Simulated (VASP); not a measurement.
## Y2Si2F: single point with PBE

The system is Y2Si2F.

```
CELL_PARAMETERS angstrom
5.03172 0.00000 0.00000
-2.51586 4.35760 0.00000
0.00000 0.00000 4.75038
ATOMIC_POSITIONS crystal
Y 0.33333 0.66667 0.00000
Y 0.66667 0.33333 0.00000
Si 0.00000 0.00000 0.30154
Si 0.00000 0.00000 0.69846
F 0.00000 0.00000 0.00000
```

```yaml
Program: VASP 6.6.1
Task: single point
Functional: PBE
Potentials_or_basis: VASP PAW PBE potentials, release 64 (Y_sv, Si, F)
Cutoff: 520 eV
k_mesh: 6 × 6 × 4
Occupations: gaussian, width 0.1 eV
Spin: collinear spin, ferromagnetic start
Starting_moments: "[0.0, 0.0, 0.0, 0.0, 1.0] μB"
```

```
Pressure                                              : 38.8 GPa
Largest force                                         : 5.146 eV/Å
Net moment                                            : 0.00 μB per cell
Valence electrons inside the program's atomic spheres : Y 9.78; Si 1.89; F 6.47
```

Forces on the atoms (eV/Å):
```
Y    0.000  0.000  0.000
Y    0.000  0.000  0.000
Si   0.000  0.000  5.146
Si   0.000  0.000 -5.146
F    0.000  0.000  0.000
```

Stress tensor (GPa, compression positive):
```
11.35  0.00  0.00
 0.00 11.35  0.00
 0.00  0.00 93.62
```

Levels at points of the mesh, in eV from the Fermi level:
Spin up:
| k point | band 17 | band 18 | band 19 | band 20 | band 21 | band 22 |
| --- | --- | --- | --- | --- | --- | --- |
| (0.00, 0.00, 0.00) | -1.05 | 0.15 | 0.50 | 0.50 | 0.69 | 0.69 |
| (0.50, 0.00, 0.00) | -1.18 | -1.02 | -0.08 | 0.15 | 0.52 | 0.96 |
| (0.00, 0.00, 0.50) | -0.08 | -0.08 | 0.51 | 0.51 | 0.86 | 1.27 |
| (0.50, 0.00, 0.50) | -0.81 | -0.49 | -0.01 | 0.20 | 2.42 | 2.47 |
Spin down:
| k point | band 16 | band 17 | band 18 | band 19 | band 20 | band 21 | band 22 | band 23 |
| --- | --- | --- | --- | --- | --- | --- | --- | --- |
| (0.00, 0.00, 0.00) | -1.64 | -1.05 | 0.15 | 0.50 | 0.50 | 0.69 | 0.69 | 1.69 |
| (0.50, 0.00, 0.00) | -1.67 | -1.18 | -1.02 | -0.08 | 0.15 | 0.52 | 0.96 | 1.88 |
| (0.00, 0.00, 0.50) | -2.25 | -0.08 | -0.08 | 0.51 | 0.51 | 0.86 | 1.27 | 2.00 |
| (0.50, 0.00, 0.50) | -3.07 | -0.81 | -0.49 | -0.01 | 0.20 | 2.42 | 2.47 | 2.60 |

Run time: 6 min on 1 thread of Intel Xeon 8259CL, with other jobs on the host, peak memory 0.35 GiB.

Caveat: forces of over 1 eV/Å act on the atoms, so gaps and moduli don't describe the material at rest.
